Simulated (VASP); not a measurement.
# FeCo (Pm-3m) in VASP: notebook

FeCo is run at these levels: PBE; tasks: electric field gradients.

All numbers are computed with VASP 6.6.1; they aren't measurements. Logs are shortened: lines on timing, memory, paths and dates and some standing lists are left out, and cuts for length are marked.

## (1) The cell of the first run

Symmetry: Pm-3m, No. 221, cubic system. Conventional cell: a = 2.833 Å, b = 2.833 Å, c = 2.833 Å, α = 90.00°, β = 90.00°, γ = 90.00°. Fe (site symmetry m-3m) has 8 Co at 2.45 Å and 6 Fe at 2.83 Å within 3.2 Å. Co (site symmetry m-3m) has 8 Fe at 2.45 Å and 6 Co at 2.83 Å within 3.2 Å.

## (2) Electric field gradients, PBE, collinear spin, ferromagnetic start

Input file INCAR:

```
SYSTEM = FeCo
PREC = Accurate
ENCUT = 520
EDIFF = 1E-8
ISMEAR = -1
SIGMA = 0.05
LREAL = .FALSE.
LASPH = .TRUE.
NELM = 200
ALGO = Normal
ISIF = 2
LWAVE = .FALSE.
LCHARG = .FALSE.
ISPIN = 2
MAGMOM = 3 2
LORBIT = 11
LMAXMIX = 4
GGA = PE
LEFG = .TRUE.
NBANDS = 20
GGA_COMPAT = .FALSE.
```

Input file KPOINTS:

```
Automatic mesh
0
Gamma
  11 11 11
  0.5 0.5 0.5
```

Input file POSCAR:

```
FeCo
1.0
    2.8329904615      0.0000000000      0.0000000000
    0.0000000000      2.8329904615      0.0000000000
    0.0000000000      0.0000000000      2.8329904615
Fe Co
1 1
Direct
    0.5000000000      0.5000000000      0.5000000000
    0.0000000000      0.0000000000      0.0000000000
```

Potentials or basis: VASP PAW PBE potentials, release 64 (Fe, Co).

Started as:

```console
cat potpaw_PBE.64/Fe/POTCAR potpaw_PBE.64/Co/POTCAR > POTCAR
mpirun -np 1 vasp_std > vasp.out
```

OUTCAR:

```text
SYSTEM = FeCo
   PREC = Accurate
   ENCUT = 520
   EDIFF = 1E-8
   ISMEAR = -1
   LREAL = .FALSE.
   LASPH = .TRUE.
   NELM = 200
   ISIF = 2
   ISPIN = 2
   LORBIT = 11
   GGA = PE

 ion  position               nearest neighbor table
   1  0.500  0.500  0.500-   2 2.45   2 2.45   2 2.45   2 2.45   2 2.45   2 2.45   2 2.45   2 2.45

   2  0.000  0.000  0.000-   1 2.45   1 2.45   1 2.45   1 2.45   1 2.45   1 2.45   1 2.45   1 2.45

  LATTYP: Found a simple cubic cell.
 ALAT       =     2.8329904615

  Lattice vectors:

 A1 = (   2.8329904615,   0.0000000000,   0.0000000000)
 A2 = (   0.0000000000,   2.8329904615,   0.0000000000)
 A3 = (   0.0000000000,   0.0000000000,   2.8329904615)

Analysis of symmetry for initial positions (statically):
=====================================================================
 Subroutine PRICEL returns:
 Original cell was already a primitive cell.

 Routine SETGRP: Setting up the symmetry group for a
 simple cubic supercell.

 Subroutine GETGRP returns: Found 48 space group operations
 (whereof 48 operations were pure point group operations)
 out of a pool of 48 trial point group operations.

The static configuration has the point symmetry O_h .

Analysis of symmetry for dynamics (positions and initial velocities):
=====================================================================
 Subroutine PRICEL returns:
 Original cell was already a primitive cell.

 Routine SETGRP: Setting up the symmetry group for a
 simple cubic supercell.

 Subroutine GETGRP returns: Found 48 space group operations
 (whereof 48 operations were pure point group operations)
 out of a pool of 48 trial point group operations.

The dynamic configuration has the point symmetry O_h .

Analysis of structural, dynamic, and magnetic symmetry:
=====================================================================
 Subroutine PRICEL returns:
 Original cell was already a primitive cell.

 Routine SETGRP: Setting up the symmetry group for a
 simple cubic supercell.

 Subroutine GETGRP returns: Found 48 space group operations
 (whereof 48 operations were pure point group operations)
 out of a pool of 48 trial point group operations.

[... 154 lines left out ...]

 spin component 1

 k-point     1 :       0.0455    0.0455    0.0455
  band No.  band energies     occupation
      1      -0.7262      1.00000
      2       2.8269      1.00000
      3       2.8269      1.00000
      4       5.0903      1.00000
      5       5.0903      1.00000
      6       5.1874      1.00000
[... 541 lines left out ...]
     19      30.8841      0.00000
     20      32.5245      0.00000

 [... further k-points ...]

 spin component 2

 k-point     1 :       0.0455    0.0455    0.0455
  band No.  band energies     occupation
      1      -0.5702      1.00000
      2       4.7150      1.00000
      3       4.7150      1.00000
      4       7.0130      1.00000
      5       7.0130      1.00000
      6       7.1125      1.00000
[... 541 lines left out ...]
     19      31.4534      0.00000
     20      32.6546      0.00000

 [... further k-points ...]
[... 5 lines left out ...]
  --------------------------------------------------------------------------------------
  -------------------------------------------------------------------------------------
  Total        0.3302250      0.3302250      0.3302250      0.0000000      0.0000000     -0.0000000
  in kB       23.2694019     23.2694019     23.2694019      0.0000000      0.0000000     -0.0000000
  external PRESSURE =      23.2694019 kB  Pullay stress =       0.0000000 kB

 VOLUME and BASIS-vectors are now :
 -----------------------------------------------------------------------------
  energy-cutoff  :      520.00
  volume of cell :       22.74
      direct lattice vectors                 reciprocal lattice vectors
     2.832990462  0.000000000  0.000000000     0.352983892  0.000000000  0.000000000
     0.000000000  2.832990462  0.000000000     0.000000000  0.352983892  0.000000000
     0.000000000  0.000000000  2.832990462     0.000000000  0.000000000  0.352983892

 POSITION                                       TOTAL-FORCE (eV/Angst)
 -----------------------------------------------------------------------------------
      1.41650      1.41650      1.41650         0.000000      0.000000      0.000000
      0.00000      0.00000      0.00000         0.000000      0.000000      0.000000
 -----------------------------------------------------------------------------------
    total drift:                                0.000000      0.000000     -0.000000

  FREE ENERGIE OF THE ION-ELECTRON SYSTEM (eV)
  ---------------------------------------------------
  free  energy   TOTEN  =       -15.4065167640 eV

  energy  without entropy=      -15.3940346650  energy(sigma->0) =      -15.40027571

 Electric field gradients (V/A^2)
---------------------------------------------------------------------
 ion       V_xx      V_yy      V_zz      V_xy      V_xz      V_yz
---------------------------------------------------------------------
   1      -0.000    -0.000     0.000    -0.000    -0.000     0.000
   2       0.000     0.000     0.000    -0.000     0.000     0.000
---------------------------------------------------------------------

 Electric field gradients after diagonalization (V/A^2)
 (convention: |V_zz| > |V_xx| > |V_yy|)
----------------------------------------------------------------------
 ion       V_xx      V_yy      V_zz     asymmetry (V_yy - V_xx)/ V_zz
----------------------------------------------------------------------
   1      -0.000    -0.000     0.000       0.185
   2       0.000     0.000     0.000      -0.431
----------------------------------------------------------------------

           NMR quadrupolar parameters

 Cq : quadrupolar parameter    Cq=e*Q*V_zz/h
 eta: asymmetry parameters     (V_yy - V_xx)/ V_zz
 Q  : nuclear electric quadrupole moment in mb (millibarn)
----------------------------------------------------------------------
 ion       Cq(MHz)       eta       Q (mb)
----------------------------------------------------------------------
   1       0.000       0.185       1.000
   2       0.000      -0.431       1.000
----------------------------------------------------------------------

 total charge

# of ion       s       p       d       tot
------------------------------------------
    1        0.479   0.537   6.160   7.176
    2        0.489   0.520   7.248   8.258
--------------------------------------------------
tot          0.968   1.057  13.409  15.434

 magnetization (x)

# of ion       s       p       d       tot
------------------------------------------
    1        0.002  -0.045   2.819   2.776
    2       -0.010  -0.054   1.828   1.764
--------------------------------------------------
tot         -0.008  -0.099   4.647   4.540
```

OSZICAR:

```text
N       E                     dE             d eps       ncg     rms          rms(c)
DAV:   1     0.847648327041E+02    0.84765E+02   -0.73798E+03  4688   0.110E+03
DAV:   2    -0.126870655349E+02   -0.97452E+02   -0.87100E+02  4576   0.208E+02
DAV:   3    -0.171405865412E+02   -0.44535E+01   -0.42805E+01  5112   0.551E+01
DAV:   4    -0.172067338198E+02   -0.66147E-01   -0.66072E-01  5544   0.580E+00
DAV:   5    -0.172087738484E+02   -0.20400E-02   -0.20398E-02  5264   0.945E-01    0.155E+01
DAV:   6    -0.156211424269E+02    0.15876E+01   -0.69812E+00  4960   0.522E+01    0.815E+00
DAV:   7    -0.154474621160E+02    0.17368E+00   -0.81412E-01  5312   0.166E+01    0.525E+00
DAV:   8    -0.155029850298E+02   -0.55523E-01   -0.55723E-01  6136   0.139E+01    0.485E+00
DAV:   9    -0.154198902677E+02    0.83095E-01   -0.34532E-01  5744   0.115E+01    0.215E+00
DAV:  10    -0.154061187854E+02    0.13771E-01   -0.11349E-02  6576   0.147E+00    0.397E-01
DAV:  11    -0.154064508839E+02   -0.33210E-03   -0.95373E-04  6168   0.466E-01    0.189E-01
DAV:  12    -0.154065144424E+02   -0.63559E-04   -0.18570E-04  6724   0.190E-01    0.519E-02
DAV:  13    -0.154065149011E+02   -0.45875E-06   -0.23710E-05  7336   0.697E-02    0.172E-02
DAV:  14    -0.154065170149E+02   -0.21138E-05   -0.39019E-06  6164   0.247E-02    0.105E-02
DAV:  15    -0.154065169254E+02    0.89545E-07   -0.14863E-06  6100   0.213E-02    0.143E-03
DAV:  16    -0.154065168084E+02    0.11700E-06   -0.41109E-08  4820   0.200E-03    0.588E-04
DAV:  17    -0.154065167738E+02    0.34584E-07   -0.43974E-09  2536   0.707E-04    0.190E-04
DAV:  18    -0.154065167640E+02    0.97507E-08   -0.16246E-09  2456   0.551E-04
   1 F= -.15406517E+02 E0= -.15400276E+02  d E =-.124821E-01  mag=     4.5252
```

stdout:

```text
POSCAR found type information on POSCAR FeCo
 POSCAR found :  2 types and       2 ions
 scaLAPACK will be used
 LDA part: xc-table for (Slater+PW92), standard interpolation
 POSCAR, INCAR and KPOINTS ok, starting setup
 FFT: planning ... GRIDC
 FFT: planning ... GRID_SOFT
 FFT: planning ... GRID
 WAVECAR not read
 entering main loop
ion   1

ion   2
```

Wall time 51 s (1 thread of AMD EPYC 7R13 (Zen 3), shared host); peak memory 0.15 GiB.

What came out:

```yaml
Free_energy: -15.4065 eV
Pressure: 2.3 GPa
Net_moment: 4.53 μB per cell
Site_moments: Fe +2.78; Co +1.76 μB
Largest_electric_field_gradient_by_atom: zero within the noise of the run
Valence_electrons_inside_the_program's_atomic_spheres: Fe 7.18; Co 8.26
```

## (3) Electric field gradients, PBE, collinear spin, ferromagnetic start

Input file INCAR:

```
  PREC = Accurate
  ENCUT = 520
  EDIFF = 1E-8
  ISMEAR = -1
  SIGMA = 0.05
  LREAL = F
  LASPH = T
  NELM = 200
  ALGO = Normal
  ISIF = 2
  LWAVE = F
  LCHARG = F
  ISPIN = 2
  MAGMOM = 3 2
  LORBIT = 11
  LMAXMIX = 4
  GGA = PE
  LEFG = T
  NBANDS = 20
  GGA_COMPAT = F
```

Input file KPOINTS:

```
regular mesh
0
Gamma
  11 11 11
```

POSCAR is that of step 2.

Potentials or basis: VASP PAW PBE potentials, release 64 (Fe, Co).

Started as:

```console
cat potpaw_PBE.64/Fe/POTCAR potpaw_PBE.64/Co/POTCAR > POTCAR
mpirun -np 1 vasp_std > vasp.out
```

OUTCAR:

```text
PREC = Accurate
   ENCUT = 520
   EDIFF = 1E-8
   ISMEAR = -1
   LREAL = F
   LASPH = T
   NELM = 200
   ISIF = 2
   ISPIN = 2
   LORBIT = 11
   GGA = PE

 ion  position               nearest neighbor table
   1  0.500  0.500  0.500-   2 2.45   2 2.45   2 2.45   2 2.45   2 2.45   2 2.45   2 2.45   2 2.45

   2  0.000  0.000  0.000-   1 2.45   1 2.45   1 2.45   1 2.45   1 2.45   1 2.45   1 2.45   1 2.45

  LATTYP: Found a simple cubic cell.
 ALAT       =     2.8329904615

  Lattice vectors:

 A1 = (   2.8329904615,   0.0000000000,   0.0000000000)
 A2 = (   0.0000000000,   2.8329904615,   0.0000000000)
 A3 = (   0.0000000000,   0.0000000000,   2.8329904615)

Analysis of symmetry for initial positions (statically):
=====================================================================
 Subroutine PRICEL returns:
 Original cell was already a primitive cell.

 Routine SETGRP: Setting up the symmetry group for a
 simple cubic supercell.

[... 1322 lines left out ...]
 -----------------------------------------------------------------------------------
    total drift:                                0.000000      0.000000     -0.000000

  FREE ENERGIE OF THE ION-ELECTRON SYSTEM (eV)
  ---------------------------------------------------
  free  energy   TOTEN  =       -15.4078848056 eV

  energy  without entropy=      -15.3949114649  energy(sigma->0) =      -15.40139814

 Electric field gradients (V/A^2)
---------------------------------------------------------------------
 ion       V_xx      V_yy      V_zz      V_xy      V_xz      V_yz
---------------------------------------------------------------------
   1       0.000     0.000     0.000     0.000    -0.000    -0.000
   2       0.000    -0.000     0.000     0.000    -0.000     0.000
---------------------------------------------------------------------

 Electric field gradients after diagonalization (V/A^2)
 (convention: |V_zz| > |V_xx| > |V_yy|)
----------------------------------------------------------------------
 ion       V_xx      V_yy      V_zz     asymmetry (V_yy - V_xx)/ V_zz
----------------------------------------------------------------------
   1       0.000     0.000     0.000      -0.393
   2      -0.000     0.000     0.000       0.540
----------------------------------------------------------------------

           NMR quadrupolar parameters

 Cq : quadrupolar parameter    Cq=e*Q*V_zz/h
 eta: asymmetry parameters     (V_yy - V_xx)/ V_zz
 Q  : nuclear electric quadrupole moment in mb (millibarn)
----------------------------------------------------------------------
 ion       Cq(MHz)       eta       Q (mb)
----------------------------------------------------------------------
   1       0.000      -0.393       1.000
   2       0.000       0.540       1.000
----------------------------------------------------------------------

 total charge

# of ion       s       p       d       tot
------------------------------------------
    1        0.476   0.535   6.167   7.178
    2        0.488   0.519   7.251   8.257
--------------------------------------------------
tot          0.964   1.053  13.417  15.435

 magnetization (x)

# of ion       s       p       d       tot
------------------------------------------
    1       -0.001  -0.047   2.781   2.734
    2       -0.012  -0.056   1.806   1.738
--------------------------------------------------
tot         -0.012  -0.103   4.588   4.472
```

OSZICAR:

```text
N       E                     dE             d eps       ncg     rms          rms(c)
DAV:   1     0.852550456173E+02    0.85255E+02   -0.74010E+03  4680   0.111E+03
DAV:   2    -0.127550240345E+02   -0.98010E+02   -0.87430E+02  4548   0.208E+02
DAV:   3    -0.171410747772E+02   -0.43861E+01   -0.42234E+01  5032   0.544E+01
DAV:   4    -0.172059531851E+02   -0.64878E-01   -0.64802E-01  5520   0.579E+00
DAV:   5    -0.172080143923E+02   -0.20612E-02   -0.20611E-02  5292   0.942E-01    0.155E+01
DAV:   6    -0.156267636053E+02    0.15813E+01   -0.70008E+00  4976   0.522E+01    0.816E+00
DAV:   7    -0.154379309069E+02    0.18883E+00   -0.75181E-01  5304   0.155E+01    0.510E+00
DAV:   8    -0.154250094106E+02    0.12921E-01   -0.17971E-02  5576   0.130E+00    0.224E+00
DAV:   9    -0.154402767671E+02   -0.15267E-01   -0.15393E-01  5936   0.780E+00    0.290E+00
DAV:  10    -0.154077177796E+02    0.32559E-01   -0.11041E-01  5604   0.613E+00    0.338E-01
DAV:  11    -0.154078665893E+02   -0.14881E-03   -0.13909E-03  5872   0.380E-01    0.151E-01
DAV:  12    -0.154078833939E+02   -0.16805E-04   -0.17629E-04  6352   0.212E-01    0.555E-02
DAV:  13    -0.154078836040E+02   -0.21012E-06   -0.15368E-05  6916   0.442E-02    0.210E-02
DAV:  14    -0.154078848654E+02   -0.12614E-05   -0.93439E-06  6324   0.568E-02    0.100E-02
DAV:  15    -0.154078849441E+02   -0.78734E-07   -0.17324E-06  6544   0.254E-02    0.180E-03
DAV:  16    -0.154078848492E+02    0.94958E-07   -0.43238E-08  5248   0.236E-03    0.760E-04
DAV:  17    -0.154078848088E+02    0.40369E-07   -0.55678E-09  2568   0.121E-03    0.398E-04
DAV:  18    -0.154078848056E+02    0.32160E-08   -0.21452E-09  2460   0.410E-04
   1 F= -.15407885E+02 E0= -.15401398E+02  d E =-.129733E-01  mag=     4.4536
```

It took 51 s on 1 thread of AMD EPYC 7R13 (Zen 3), shared host; peak memory 0.15 GiB.

What came out:

```
Free energy                                           : -15.4079 eV
Pressure                                              : 1.5 GPa
Net moment                                            : 4.45 μB per cell
Site moments                                          : Fe +2.73; Co +1.74 μB
Largest electric field gradient by atom               : zero within the noise of the run
Valence electrons inside the program's atomic spheres : Fe 7.18; Co 8.26
```

Levels at points of the mesh, in eV from the Fermi level:
Spin up:
```csv
k point,band 7,band 8,band 9,band 10,band 11,band 12,band 13,band 14,band 15,band 16
"(0.00, 0.00, 0.00)",-2.02,-2.02,-0.90,-0.90,-0.90,9.16,9.16,9.16,14.79,14.79
```
Spin down:
| k point | band 2 | band 3 | band 4 | band 5 | band 6 | band 7 | band 8 | band 9 | band 10 | band 11 |
| --- | --- | --- | --- | --- | --- | --- | --- | --- | --- | --- |
| (0.00, 0.00, 0.00) | -3.61 | -3.61 | -1.23 | -1.23 | -1.23 | 0.77 | 0.77 | 1.49 | 1.49 | 1.49 |

(Continued in part 2 of 2.)
